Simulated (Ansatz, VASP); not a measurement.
**Si3Br in VASP and in Ansatz**

```xyz
4
Lattice="3.5539 0.0000 0.0000 -1.7769 3.0778 0.0000 0.0000 0.0000 7.2672" Properties=species:S:1:pos:R:3 pbc="T T T"
Si    0.0000    0.0000    0.0000
Si    1.7769    1.0259    5.8675
Si    1.7769    1.0259    1.3997
Br    0.0000    0.0000    3.6336
```

Change from the starting cell: species swapped into the Co3Ir type (P-6m2, No. 187).

Alike in both runs: functional PBE; k mesh 6 × 6 × 2; occupations gaussian, width 0.1 eV; no spin polarisation.

Ansatz relaxed the structure, and its values are those at the end. VASP's run is a single point on that final structure, the one shown.

|  | VASP | Ansatz |
| --- | --- | --- |
| version | VASP 6.6.1 | Ansatz 0.2.0 |
| potentials or method | VASP PAW PBE potentials, release 64 (Si, Br), cutoff 520 eV | scalar-relativistic, plane waves, PAW |
| valence electrons in the cell | 19 | 19 |

Ansatz gave:

- gap on the k mesh at the Fermi level (eV): none
- pressure (GPa): 0.1
- rms of the force components (eV/Å): 0.006

What did VASP give for the same quantities?

gap on the k mesh at the Fermi level (eV): none; pressure (GPa): 0.1; rms of the force components (eV/Å): 0.001.

A gap of «none» marks a metal or a gap that the smearing closes.

The k mesh is coarse, so the values compare programs but aren't converged.
